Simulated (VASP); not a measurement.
A run of VASP 6.6.1:

Contents of INCAR:

```
SYSTEM = BaTe
PREC = Accurate ; ENCUT = 520
EDIFF = 1E-6 ; ISMEAR = 0
SIGMA = 0.1 ; LREAL = .False.
LASPH = .True. ; NELM = 100
ALGO = Normal ; ISIF = 2
LWAVE = .False. ; LCHARG = .True.
GGA = PE ; LELF = .True.
LVHAR = .True. ; NBANDS = 42
```

The input KPOINTS:

```
regular mesh
0
Gamma
  4 2 2
  0 0 0
```

The input POSCAR:

```
BaTe
1.0
   -3.5374538406      0.0034677816     -3.5450635483
   -3.5221130799     -7.0546029788      3.5367445608
   -3.5317590382      7.0573425064      3.5326362979
Ba Te
4 4
Direct
    0.4991518949      0.4996859002      1.0001095654
    0.9998614179      0.9998521737     -0.0004605636
    0.0011517487      0.5002350914      0.4997221705
    0.4998603269      0.9999894657      0.5000540658
   -0.0011782739      0.7505124533      0.2504829145
    0.5014943769      0.2495718557      0.2496440773
    0.5005260553      0.7498268687      0.7500833279
   -0.0008675468      0.2503261913      0.7503644421
```

Potentials or basis: VASP PAW PBE potentials, release 64 (Ba_sv, Te).

Command:

```console
$ cat potpaw_PBE.64/Ba_sv/POTCAR potpaw_PBE.64/Te/POTCAR > POTCAR
$ mpirun -np 1 vasp_std > vasp.out
```

Hardware: 1 thread of Intel(R) Xeon(R) 6975P-C (Granite Rapids), with other jobs on the host.

Problem. Estimate the wall time of this run.

Solution. Run time: 84 s on 1 thread of Intel(R) Xeon(R) 6975P-C (Granite Rapids), on a shared host, peak memory 0.48 GiB. Counts: scf iterations 13, k points 12.
